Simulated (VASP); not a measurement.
# CaO (F-43m) in VASP: single point with PBEsol

Aim: the single point of CaO with PBEsol.

All numbers are computed with VASP 6.6.1; they aren't measurements. Logs are shortened: lines on timing, memory, paths and dates and some standing lists are left out, and cuts for length are marked.

## 1. The cell of the first run

Symmetry: F-43m, No. 216, cubic system. Conventional cell: a = 5.180 Å, b = 5.180 Å, c = 5.180 Å, α = 90.00°, β = 90.00°, γ = 90.00°. Ca (site symmetry -43m) has 4 O at 2.24 Å within 3.0 Å. Within 3.0 Å of O (site symmetry -43m) lie 4 Ca at 2.24 Å.

## 2. Single point, PBEsol (17.37 Å³/atom)

File INCAR:

```
SYSTEM = CaO
PREC = Accurate ; ENCUT = 520
EDIFF = 1E-7 ; ISMEAR = 0
SIGMA = 0.05 ; LREAL = .FALSE.
LASPH = .TRUE. ; NELM = 60
ALGO = Normal ; ISIF = 2
LWAVE = .FALSE. ; LCHARG = .TRUE.
GGA = PS ; LELF = .TRUE.
LVHAR = .TRUE. ; NBANDS = 15
```

File KPOINTS:

```
regular mesh
0
G
  12 12 12
  0 0 0
```

File POSCAR:

```
CaO
1.0
    0.0000000000      2.5898275267      2.5898275267
    2.5898275267      0.0000000000      2.5898275267
    2.5898275267      2.5898275267      0.0000000000
Ca O
1 1
Direct
    0.0000000000      0.0000000000      0.0000000000
    0.2500000000      0.2500000000      0.2500000000
```

Potentials or basis: VASP PAW PBE potentials, release 64 (Ca_sv, O).

On the command line:

```sh
$ cat potpaw_PBE.64/Ca_sv/POTCAR potpaw_PBE.64/O/POTCAR > POTCAR
$ mpirun -np 1 vasp_std > vasp.out
```

OUTCAR:

```text
SYSTEM = CaO
   PREC = Accurate
   ENCUT = 520
   EDIFF = 1E-7
   ISMEAR = 0
   LREAL = .FALSE.
   LASPH = .TRUE.
   NELM = 60
   ISIF = 2
   GGA = PS

 ion  position               nearest neighbor table
   1  0.000  0.000  0.000-   2 2.24   2 2.24   2 2.24   2 2.24
   2  0.250  0.250  0.250-   1 2.24   1 2.24   1 2.24   1 2.24

  LATTYP: Found a face centered cubic cell.
 ALAT       =     5.1796550534

  Lattice vectors:

 A1 = (   0.0000000000,   2.5898275267,   2.5898275267)
 A2 = (   2.5898275267,   0.0000000000,   2.5898275267)
 A3 = (   2.5898275267,   2.5898275267,   0.0000000000)

Analysis of symmetry for initial positions (statically):
=====================================================================
 Subroutine PRICEL returns:
 Original cell was already a primitive cell.

 Routine SETGRP: Setting up the symmetry group for a
 face centered cubic supercell.

 Subroutine GETGRP returns: Found 24 space group operations
 (whereof 24 operations were pure point group operations)
 out of a pool of 48 trial point group operations.

The static configuration has the point symmetry T_d .

Analysis of symmetry for dynamics (positions and initial velocities):
=====================================================================
 Subroutine PRICEL returns:
 Original cell was already a primitive cell.

 Routine SETGRP: Setting up the symmetry group for a
 face centered cubic supercell.

 Subroutine GETGRP returns: Found 24 space group operations
 (whereof 24 operations were pure point group operations)
 out of a pool of 48 trial point group operations.

The dynamic configuration has the point symmetry T_d .

 Subroutine INISYM returns: Found 24 space group operations
 (whereof 24 operations are pure point group operations),
 and found     1 'primitive' translations

----------------------------------------------------------------------------------------

                                     Primitive cell

  volume of cell :      34.7410

  direct lattice vectors                    reciprocal lattice vectors
     0.000000000  2.589827527  2.589827527    -0.193063050  0.193063050  0.193063050
     2.589827527  0.000000000  2.589827527     0.193063050 -0.193063050  0.193063050
     2.589827527  2.589827527  0.000000000     0.193063050  0.193063050 -0.193063050

  length of vectors
     3.662569212  3.662569212  3.662569212     0.334395011  0.334395011  0.334395011

  position of ions in fractional coordinates (direct lattice)
     0.000000000  0.000000000  0.000000000
     0.250000000  0.250000000  0.250000000

  ion indices of the primitive-cell ions
   primitive index   ion index
                 1           1
                 2           2

----------------------------------------------------------------------------------------

 KPOINTS: regular mesh

Automatic generation of k-mesh.
 Grid dimensions read from file:
 generate k-points for:   12   12   12

 Generating k-lattice:

  Cartesian coordinates                     Fractional coordinates (reciprocal lattice)
    -0.016088587  0.016088587  0.016088587     0.083333333  0.000000000  0.000000000
     0.016088587 -0.016088587  0.016088587     0.000000000  0.083333333  0.000000000
     0.016088587  0.016088587 -0.016088587     0.000000000  0.000000000  0.083333333

  Length of vectors
     0.027866251  0.027866251  0.027866251

  Shift w.r.t. Gamma in fractional coordinates (k-lattice)
     0.000000000  0.000000000  0.000000000

 Subroutine IBZKPT returns following result:
 ===========================================

 Found     72 irreducible k-points:

 Following reciprocal coordinates:
            Coordinates               Weight
  0.000000  0.000000  0.000000      1.000000
  0.083333  0.000000  0.000000      8.000000
  0.166667  0.000000  0.000000      8.000000
  0.250000  0.000000  0.000000      8.000000
  0.333333  0.000000  0.000000      8.000000
  0.416667  0.000000  0.000000      8.000000
[... 16 lines left out ...]
  0.500000  0.166667  0.000000     24.000000
 -0.416667  0.166667  0.000000     24.000000
 [... further k-points ...]
   k-points           NKPTS =     72   k-points in BZ     NKDIM =     72   number of bands    NBANDS=     15
   number of dos      NEDOS =    301   number of ions     NIONS =      2
   total plane-waves  NPLWV =  21952
   dimension x,y,z NGX =    28 NGY =   28 NGZ =   28
   dimension x,y,z NGXF=    56 NGYF=   56 NGZF=   56
   ions per type =               1   1
   NGX,Y,Z   is equivalent  to a cutoff of  12.71, 12.71, 12.71 a.u.
   NGXF,Y,Z  is equivalent  to a cutoff of  25.42, 25.42, 25.42 a.u.
 SYSTEM =  CaO
   PREC   = accura    normal or accurate (medium, high low for compatibility)
   ISTART =      0    job   : 0-new  1-cont  2-samecut
   ICHARG =      2    charge: 1-file 2-atom 10-const
   ISPIN  =      1    spin polarized calculation?
   LNONCOLLINEAR =      F non collinear calculations
   LSORBIT =      F    spin-orbit coupling
   LASPH  =      T    aspherical Exc in radial PAW
   ENCUT  =  520.0 eV  38.22 Ry    6.18 a.u.   6.81  6.81  6.81*2*pi/ulx,y,z
   NELM   =     60;   NELMIN=  2; NELMDL= -5     # of ELM steps
   EDIFF  = 0.1E-06   stopping-criterion for ELM
   LREAL  =      F    real-space projection
   EDIFFG = 0.1E-05   stopping-criterion for IOM
   NSW    =      0    number of steps for IOM
   IBRION =     -1    ionic relax: 0-MD 1-quasi-New 2-CG
   NFREE  =      0    steps in history (QN), initial steepest desc. (CG)
   ISIF   =      2    stress and relaxation
   ISYM   =      2    0-nonsym 1-usesym 2-fastsym
   POTIM  = 0.5000    time-step for ionic-motion
   TEBEG  =    0.0;   TEEND  =   0.0 temperature during run
   PSTRESS=    0.0 pullay stress
   NELECT =      16.0000    total number of electrons
   NUPDOWN=      -1.0000    fix difference up-down
   EMIN   =  10.00;   EMAX   =-10.00  energy-range for DOS
   EFERMI =   0.00;   METHOD = LEGACY
   ISMEAR =     0;   SIGMA  =   0.05  broadening in eV -4-tet -1-fermi 0-gaus
   EFERMI_NEDOS =   21; number of points for ismear=-14 and -15
   IALGO  =     38    algorithm
   IMIX   =      4    mixing-type and parameters
     AMIX     =   0.40;   BMIX     =  1.00
     AMIX_MAG =   1.60;   BMIX_MAG =  1.00
  volume/ion in A,a.u.               =      17.37       117.22
  Fermi-wavevector in a.u.,A,eV,Ry     =   1.264253  2.389092 21.746676  1.598336
  Thomas-Fermi vector in A             =   2.397568
   LORBIT       =      0    0 simple, 1 ext, 2 COOP (PROOUT), +10 PAW based schemes
   GGA     = PS    functional components
   LHFCALC =     F    Hartree Fock is set to
   AEXX    =    0.0000 exact exchange contribution
   IVDW    =     0    specifies the selected vdW correction
   LEPSILON=     F    determine dielectric tensor
   LRPA    =     F    only Hartree local field effects (RPA)
 non-spin polarized calculation
 Gauss-broadening in eV      SIGMA  =   0.05
  energy-cutoff  :      520.00
  volume of cell :       34.74
 maximum number of plane-waves:       960
   NGX = 13   NGY = 13   NGZ = 13

 number of electron      15.9999997 magnetization

 Free energy of the ion-electron system (eV)
  ---------------------------------------------------
  ext. energy  EPLUGINS =         0.00000000
  ---------------------------------------------------
  free energy    TOTEN  =       -12.96123912 eV

  energy without entropy =      -12.96123912  energy(sigma->0) =      -12.96123912

 E-fermi :   0.7265     XC(G=0):  -9.3688

 val. band max:        0.4219463939   @ k =  -0.2500   0.5000   0.2500
 cond. band min:       3.6829950629   @ k =   0.0000   0.0000   0.0000
 fundamental gap:      3.2610486690
 Fermi energy:         0.7265201645

 k-point     1 :       0.0000    0.0000    0.0000
  band No.  band energies     occupation
      1     -36.4139      2.00000
      2     -17.4306      2.00000
      3     -17.4306      2.00000
      4     -17.4306      2.00000
      5     -14.3070      2.00000
      6      -0.2502      2.00000
      7      -0.2502      2.00000
      8      -0.2502      2.00000
      9       3.6830      0.00000
     10       8.4782      0.00000
     11       8.4782      0.00000
     12      10.1756      0.00000
     13      10.1756      0.00000
     14      10.1756      0.00000
     15      17.0416      0.00000

 k-point     2 :       0.0833    0.0000    0.0000
  band No.  band energies     occupation
      1     -36.4104      2.00000
      2     -17.4958      2.00000
      3     -17.4345      2.00000
      4     -17.4345      2.00000
      5     -14.2430      2.00000
      6      -0.3412      2.00000
      7      -0.2289      2.00000
      8      -0.2289      2.00000
      9       3.9471      0.00000
     10       8.3830      0.00000
     11       8.3830      0.00000
     12      10.0625      0.00000
     13      10.2632      0.00000
     14      10.2632      0.00000
     15      16.0680      0.00000

 k-point     3 :       0.1667    0.0000    0.0000
  band No.  band energies     occupation
      1     -36.4010      2.00000
      2     -17.6611      2.00000
      3     -17.4455      2.00000
      4     -17.4455      2.00000
      5     -14.0830      2.00000
      6      -0.5182      2.00000
      7      -0.1725      2.00000
      8      -0.1725      2.00000
      9       4.6030      0.00000
     10       8.2093      0.00000
     11       8.2093      0.00000
     12       9.7848      0.00000
     13      10.4041      0.00000
     14      10.4041      0.00000
     15      14.6278      0.00000
[... 343 lines left out ...]
 k-point    23 :       0.5000    0.1667    0.0000
  band No.  band energies     occupation
      1     -36.3580      2.00000
      2     -18.1868      2.00000
      3     -17.5728      2.00000
      4     -17.5135      2.00000
      5     -13.5117      2.00000
      6      -0.5759      2.00000
      7      -0.0478      2.00000
      8       0.1222      2.00000
      9       6.1297      0.00000
     10       7.4322      0.00000
     11       8.5630      0.00000
     12       9.6751      0.00000
     13      10.0508      0.00000
     14      10.6511      0.00000
     15      12.6900      0.00000

 k-point    24 :      -0.4167    0.1667    0.0000
  band No.  band energies     occupation
      1     -36.3572      2.00000
      2     -18.1935      2.00000
      3     -17.5877      2.00000
      4     -17.5052      2.00000
      5     -13.5023      2.00000
      6      -0.4920      2.00000
      7      -0.1017      2.00000
      8       0.1068      2.00000
      9       6.1134      0.00000
     10       7.7056      0.00000
     11       8.2286      0.00000
     12       9.6180      0.00000
     13      10.2183      0.00000
     14      10.6196      0.00000
     15      12.6765      0.00000

 [... further k-points ...]

------------------------ aborting loop because EDIFF is reached ----------------------------------------

  FORCE on cell =-STRESS in cart. coord.  units (eV):
  Direction    XX          YY          ZZ          XY          YZ          ZX
  --------------------------------------------------------------------------------------
  -------------------------------------------------------------------------------------
  Total        0.1075673      0.1075673      0.1075673      0.0000000      0.0000000      0.0000000
  in kB        4.9607595      4.9607595      4.9607595      0.0000000      0.0000000      0.0000000
  external PRESSURE =       4.9607595 kB  Pullay stress =       0.0000000 kB

 VOLUME and BASIS-vectors are now :
 -----------------------------------------------------------------------------
  energy-cutoff  :      520.00
  volume of cell :       34.74
      direct lattice vectors                 reciprocal lattice vectors
     0.000000000  2.589827527  2.589827527    -0.193063050  0.193063050  0.193063050
     2.589827527  0.000000000  2.589827527     0.193063050 -0.193063050  0.193063050
     2.589827527  2.589827527  0.000000000     0.193063050  0.193063050 -0.193063050

 POSITION                                       TOTAL-FORCE (eV/Angst)
 -----------------------------------------------------------------------------------
      0.00000      0.00000      0.00000         0.000000      0.000000      0.000000
      1.29491      1.29491      1.29491        -0.000000     -0.000000     -0.000000
 -----------------------------------------------------------------------------------
    total drift:                               -0.000000     -0.000000     -0.000000

  FREE ENERGIE OF THE ION-ELECTRON SYSTEM (eV)
  ---------------------------------------------------
  free  energy   TOTEN  =       -12.9612391229 eV

  energy  without entropy=      -12.9612391229  energy(sigma->0) =      -12.96123912
```

Wall time 39 s (1 thread of Intel Xeon Platinum 8488C (Sapphire Rapids), shared host); peak memory 0.18 GiB.

Results:

```yaml
Free_energy: -12.9612 eV
Pressure: 0.5 GPa
Band_gap_on_the_k_mesh: 3.26 eV (least direct gap 3.93 eV)
```

Caveat: the PAW data sets were made with another functional, which shifts forces and pressure a little.
